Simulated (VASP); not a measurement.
# Au (P6_3/mmc) in VASP: a series of runs

The runs below take Au through single point, with PBE.

All numbers are computed with VASP 6.6.1; they aren't measurements. Logs are shortened: lines on timing, memory, paths and dates and some standing lists are left out, and cuts for length are marked.

### Step 1. The cell of the first run

It takes space group P6_3/mmc (No. 194, hexagonal). Conventional cell: a = 2.867 Å, b = 2.867 Å, c = 4.803 Å, α = 90.00°, β = 90.00°, γ = 120.00°. Au (site symmetry -6m2) has 12 Au at 2.87 to 2.92 Å within 3.8 Å.

### Step 2. Single point, PBE

File INCAR:

```
SYSTEM = Au
PREC     = Accurate       ! precision mode
ENCUT    = 520            ! plane-wave cutoff, eV
EDIFF    = 1E-7           ! SCF threshold, eV
ISMEAR   = -1             ! smearing method
SIGMA    = 0.08           ! smearing width, eV
LREAL    = .False.        ! projectors in reciprocal space
LASPH    = .True.         ! aspherical terms in the spheres
NELM     = 80             ! most SCF steps
ALGO     = Normal         ! electronic algorithm
ISIF     = 2              ! what is computed and relaxed
LWAVE    = .False.        ! write WAVECAR
LCHARG   = .False.        ! write CHGCAR
GGA      = PE             ! functional
NBANDS   = 18             ! bands
```

File KPOINTS:

```
Automatic mesh
0
Gamma
  15 15 8
  0 0 0
```

File POSCAR:

```
Au
1.0
    2.8670389419      0.0000000000      0.0000000000
   -1.4335194709      2.4829285573      0.0000000000
    0.0000000000      0.0000000000      4.8029116144
Au
2
Direct
    0.3333333333      0.6666666667      0.2500000000
    0.6666666667      0.3333333333      0.7500000000
```

Potentials or basis: VASP PAW PBE potentials, release 64 (Au).

Started as:

```sh
$ cat potpaw_PBE.64/Au/POTCAR > POTCAR
$ mpirun -np 1 vasp_std > vasp.out
```

OUTCAR:

```text
SYSTEM = Au
   PREC = Accurate
   ENCUT = 520
   EDIFF = 1E-7
   ISMEAR = -1
   LREAL = .False.
   LASPH = .True.
   NELM = 80
   ISIF = 2
   GGA = PE

 ion  position               nearest neighbor table
   1  0.333  0.667  0.250-   2 2.92   2 2.92   2 2.92   2 2.92   2 2.92   2 2.92
   2  0.667  0.333  0.750-   1 2.92   1 2.92   1 2.92   1 2.92   1 2.92   1 2.92

  LATTYP: Found a hexagonal cell.
 ALAT       =     2.8670389419
 C/A-ratio  =     1.6752167347

  Lattice vectors:

 A1 = (   2.8670389419,   0.0000000000,   0.0000000000)
 A2 = (  -1.4335194709,   2.4829285573,   0.0000000000)
 A3 = (   0.0000000000,   0.0000000000,   4.8029116144)

Analysis of symmetry for initial positions (statically):
=====================================================================
 Subroutine PRICEL returns:
 Original cell was already a primitive cell.

 Routine SETGRP: Setting up the symmetry group for a
 hexagonal supercell.

 Subroutine GETGRP returns: Found 24 space group operations
 (whereof 12 operations were pure point group operations)
 out of a pool of 24 trial point group operations.

The static configuration has the point symmetry D_3d.
 The point group associated with its full space group is D_6h.

Analysis of symmetry for dynamics (positions and initial velocities):
=====================================================================
 Subroutine PRICEL returns:
 Original cell was already a primitive cell.

 Routine SETGRP: Setting up the symmetry group for a
 hexagonal supercell.

 Subroutine GETGRP returns: Found 24 space group operations
 (whereof 12 operations were pure point group operations)
 out of a pool of 24 trial point group operations.

The dynamic configuration has the point symmetry D_3d.
 The point group associated with its full space group is D_6h.

 Subroutine INISYM returns: Found 24 space group operations
 (whereof 12 operations are pure point group operations),
 and found     1 'primitive' translations

----------------------------------------------------------------------------------------

                                     Primitive cell

  volume of cell :      34.1903

  direct lattice vectors                    reciprocal lattice vectors
     2.867038942  0.000000000  0.000000000     0.348791914  0.201375105  0.000000000
    -1.433519471  2.482928557  0.000000000     0.000000000  0.402750211  0.000000000
     0.000000000  0.000000000  4.802911614     0.000000000  0.000000000  0.208207038

  length of vectors
     2.867038942  2.867038942  4.802911614     0.402750211  0.402750211  0.208207038

  position of ions in fractional coordinates (direct lattice)
     0.333333333  0.666666667  0.250000000
     0.666666667  0.333333333  0.750000000

  ion indices of the primitive-cell ions
   primitive index   ion index
                 1           1
                 2           2

----------------------------------------------------------------------------------------

 KPOINTS: Automatic mesh

Automatic generation of k-mesh.
 Grid dimensions read from file:
 generate k-points for:   15   15    8

 Generating k-lattice:

  Cartesian coordinates                     Fractional coordinates (reciprocal lattice)
     0.023252794  0.013425007  0.000000000     0.066666667  0.000000000  0.000000000
     0.000000000  0.026850014  0.000000000     0.000000000  0.066666667  0.000000000
     0.000000000  0.000000000  0.026025880     0.000000000  0.000000000  0.125000000

  Length of vectors
     0.026850014  0.026850014  0.026025880

  Shift w.r.t. Gamma in fractional coordinates (k-lattice)
     0.000000000  0.000000000  0.000000000

 Subroutine IBZKPT returns following result:
 ===========================================

 Found    135 irreducible k-points:

 Following reciprocal coordinates:
            Coordinates               Weight
  0.000000  0.000000  0.000000      1.000000
  0.066667  0.000000  0.000000      6.000000
  0.133333  0.000000  0.000000      6.000000
  0.200000  0.000000  0.000000      6.000000
  0.266667  0.000000  0.000000      6.000000
  0.333333  0.000000  0.000000      6.000000
[... 16 lines left out ...]
  0.333333  0.200000  0.000000     12.000000
  0.400000  0.200000  0.000000      6.000000
 [... further k-points ...]
   k-points           NKPTS =    135   k-points in BZ     NKDIM =    135   number of bands    NBANDS=     18
   number of dos      NEDOS =    301   number of ions     NIONS =      2
   total plane-waves  NPLWV =  20736
   dimension x,y,z NGX =    24 NGY =   24 NGZ =   36
   dimension x,y,z NGXF=    48 NGYF=   48 NGZF=   72
   ions per type =               2
   NGX,Y,Z   is equivalent  to a cutoff of  13.92, 13.92, 12.46 a.u.
   NGXF,Y,Z  is equivalent  to a cutoff of  27.83, 27.83, 24.92 a.u.
 SYSTEM =  Au
   PREC   = accura    normal or accurate (medium, high low for compatibility)
   ISTART =      0    job   : 0-new  1-cont  2-samecut
   ICHARG =      2    charge: 1-file 2-atom 10-const
   ISPIN  =      1    spin polarized calculation?
   LNONCOLLINEAR =      F non collinear calculations
   LSORBIT =      F    spin-orbit coupling
   LASPH  =      T    aspherical Exc in radial PAW
   ENCUT  =  520.0 eV  38.22 Ry    6.18 a.u.   5.33  5.33  8.93*2*pi/ulx,y,z
   NELM   =     80;   NELMIN=  2; NELMDL= -5     # of ELM steps
   EDIFF  = 0.1E-06   stopping-criterion for ELM
   LREAL  =      F    real-space projection
   EDIFFG = 0.1E-05   stopping-criterion for IOM
   NSW    =      0    number of steps for IOM
   IBRION =     -1    ionic relax: 0-MD 1-quasi-New 2-CG
   NFREE  =      0    steps in history (QN), initial steepest desc. (CG)
   ISIF   =      2    stress and relaxation
   ISYM   =      2    0-nonsym 1-usesym 2-fastsym
   POTIM  = 0.5000    time-step for ionic-motion
   TEBEG  =    0.0;   TEEND  =   0.0 temperature during run
   PSTRESS=    0.0 pullay stress
   NELECT =      22.0000    total number of electrons
   NUPDOWN=      -1.0000    fix difference up-down
   EMIN   =  10.00;   EMAX   =-10.00  energy-range for DOS
   EFERMI =   0.00;   METHOD = LEGACY
   ISMEAR =    -1;   SIGMA  =   0.08  broadening in eV -4-tet -1-fermi 0-gaus
   EFERMI_NEDOS =   21; number of points for ismear=-14 and -15
   IALGO  =     38    algorithm
   IMIX   =      4    mixing-type and parameters
     AMIX     =   0.40;   BMIX     =  1.00
     AMIX_MAG =   1.60;   BMIX_MAG =  1.00
  volume/ion in A,a.u.               =      17.10       115.36
  Fermi-wavevector in a.u.,A,eV,Ry     =   1.413345  2.670835 27.178246  1.997545
  Thomas-Fermi vector in A             =   2.535000
   LORBIT       =      0    0 simple, 1 ext, 2 COOP (PROOUT), +10 PAW based schemes
   GGA     = PE    functional components
[... 5 lines left out ...]
 non-spin polarized calculation
  energy-cutoff  :      520.00
  volume of cell :       34.19
 maximum number of plane-waves:       936
 NGX is ok and might be reduce to    24
   NGX = 11   NGY = 11   NGZ = 17

 number of electron      22.0000004 magnetization

 Free energy of the ion-electron system (eV)
  ---------------------------------------------------
  ext. energy  EPLUGINS =         0.00000000
  ---------------------------------------------------
  free energy    TOTEN  =        -6.39973013 eV

  energy without entropy =       -6.38941033  energy(sigma->0) =       -6.39457023

 E-fermi :   9.4369     XC(G=0): -12.6977

 val. band max:        9.3340419407   @ k =   0.2000   0.0667   0.2500
 cond. band min:       9.4766336247   @ k =   0.2667   0.1333   0.3750
 fundamental gap:      0.1425916840
 Fermi energy:         9.4369281643

 k-point     1 :       0.0000    0.0000    0.0000
  band No.  band energies     occupation
      1      -0.4020      2.00000
      2       2.0555      2.00000
      3       4.5820      2.00000
      4       4.8474      2.00000
      5       4.8474      2.00000
      6       5.1612      2.00000
[... 10 lines left out ...]
     17      27.8751      0.00000
     18      27.8751      0.00000

 k-point     2 :       0.0667    0.0000    0.0000
  band No.  band energies     occupation
      1      -0.2611      2.00000
      2       2.1720      2.00000
      3       4.5263      2.00000
      4       4.8926      2.00000
      5       4.9415      2.00000
      6       5.1113      2.00000
[... 10 lines left out ...]
     17      27.1135      0.00000
     18      27.2904      0.00000

 k-point     3 :       0.1333    0.0000    0.0000
  band No.  band energies     occupation
      1       0.1479      2.00000
      2       2.4877      2.00000
      3       4.3739      2.00000
      4       4.9164      2.00000
      5       5.1254      2.00000
      6       5.2158      2.00000
[... 10 lines left out ...]
     17      25.8444      0.00000
     18      27.4776      0.00000

 k-point     4 :       0.2000    0.0000    0.0000
  band No.  band energies     occupation
      1       0.7768      2.00000
      2       2.8605      2.00000
      3       4.2602      2.00000
      4       4.6864      2.00000
      5       4.7578      2.00000
      6       5.4371      2.00000
[... 10 lines left out ...]
     17      25.9453      0.00000
     18      26.5960      0.00000

 k-point     5 :       0.2667    0.0000    0.0000
  band No.  band energies     occupation
      1       1.5132      2.00000
      2       2.9985      2.00000
      3       4.0846      2.00000
      4       4.4181      2.00000
      5       4.6942      2.00000
      6       5.2353      2.00000
[... 10 lines left out ...]
     17      25.0904      0.00000
     18      26.3037      0.00000

 k-point     6 :       0.3333    0.0000    0.0000
  band No.  band energies     occupation
      1       2.1419      2.00000
      2       2.8757      2.00000
      3       3.6111      2.00000
      4       4.6858      2.00000
      5       4.9898      2.00000
      6       5.0594      2.00000
[... 10 lines left out ...]
     17      23.1778      0.00000
     18      25.4537      0.00000

 k-point     7 :       0.4000    0.0000    0.0000
  band No.  band energies     occupation
      1       2.4707      2.00000
      2       2.7139      2.00000
      3       3.2885      2.00000
      4       4.9307      2.00000
      5       5.0239      2.00000
      6       5.1242      2.00000
[... 10 lines left out ...]
     17      22.0442      0.00000
     18      24.7187      0.00000

 k-point     8 :       0.4667   -0.0000    0.0000
  band No.  band energies     occupation
      1       2.5635      2.00000
      2       2.6227      2.00000
      3       3.1255      2.00000
      4       4.8631      2.00000
      5       5.0449      2.00000
      6       5.2824      2.00000
[... 10 lines left out ...]
     17      21.2259      0.00000
     18      24.3296      0.00000
[... 229 lines left out ...]
     17      22.2917      0.00000
     18      24.1881      0.00000

 k-point    20 :       0.4000    0.1333    0.0000
  band No.  band energies     occupation
      1       2.9310      2.00000
      2       2.9643      2.00000
      3       3.1788      2.00000
      4       4.7362      2.00000
      5       5.0121      2.00000
      6       5.1725      2.00000
[... 10 lines left out ...]
     17      21.4070      0.00000
     18      23.8437      0.00000

 k-point    21 :       0.2000    0.2000    0.0000
  band No.  band energies     occupation
      1       2.5790      2.00000
      2       3.6374      2.00000
      3       3.6743      2.00000
      4       3.7917      2.00000
      5       4.6921      2.00000
      6       4.9210      2.00000
[... 10 lines left out ...]
     17      23.9369      0.00000
     18      24.7991      0.00000

 k-point    22 :       0.2667    0.2000    0.0000
  band No.  band energies     occupation
      1       3.0896      2.00000
      2       3.4221      2.00000
      3       3.5029      2.00000
      4       4.1334      2.00000
      5       4.6078      2.00000
      6       5.1764      2.00000
[... 10 lines left out ...]
     17      23.0455      0.00000
     18      23.7815      0.00000

 k-point    23 :       0.3333    0.2000    0.0000
  band No.  band energies     occupation
      1       3.2622      2.00000
      2       3.2698      2.00000
      3       3.3627      2.00000
      4       4.6179      2.00000
      5       4.6210      2.00000
      6       5.0293      2.00000
[... 10 lines left out ...]
     17      21.9234      0.00000
     18      23.2734      0.00000

 k-point    24 :       0.4000    0.2000    0.0000
  band No.  band energies     occupation
      1       3.2076      2.00000
      2       3.2952      2.00000
      3       3.3203      2.00000
      4       4.6641      2.00000
      5       4.8340      2.00000
      6       4.9153      2.00000
[... 10 lines left out ...]
     17      21.2938      0.00000
     18      23.0180      0.00000

 [... further k-points ...]
[... 5 lines left out ...]
  --------------------------------------------------------------------------------------
  -------------------------------------------------------------------------------------
  Total        1.6975621      1.6975621      1.6985098      0.0000000      0.0000000      0.0000000
  in kB       79.5488402     79.5488402     79.5932472      0.0000000      0.0000000      0.0000000
  external PRESSURE =      79.5636425 kB  Pullay stress =       0.0000000 kB

 VOLUME and BASIS-vectors are now :
 -----------------------------------------------------------------------------
  energy-cutoff  :      520.00
  volume of cell :       34.19
      direct lattice vectors                 reciprocal lattice vectors
     2.867038942  0.000000000  0.000000000     0.348791914  0.201375105  0.000000000
    -1.433519471  2.482928557  0.000000000     0.000000000  0.402750211  0.000000000
     0.000000000  0.000000000  4.802911614     0.000000000  0.000000000  0.208207038

 POSITION                                       TOTAL-FORCE (eV/Angst)
 -----------------------------------------------------------------------------------
     -0.00000      1.65529      1.20073         0.000000     -0.000000      0.000000
      1.43352      0.82764      3.60218        -0.000000      0.000000      0.000000
 -----------------------------------------------------------------------------------
    total drift:                               -0.000000      0.000000     -0.000000

  FREE ENERGIE OF THE ION-ELECTRON SYSTEM (eV)
  ---------------------------------------------------
  free  energy   TOTEN  =        -6.3997301339 eV

  energy  without entropy=       -6.3894103305  energy(sigma->0) =       -6.39457023
```

Wall time 24 s (1 thread of Intel Xeon Platinum 8488C (Sapphire Rapids), shared host); peak memory 0.2 GiB.

Results:

```
Free energy            : -6.3997 eV
Pressure               : 8.0 GPa
Band gap on the k mesh : zero (band 11 reaches 13.71 eV, above the bottom of band 12 at 6.76 eV)
```

Caveat: spin-orbit coupling is left out, which moves the levels of the heavy elements.

[end of part 1 of 2]
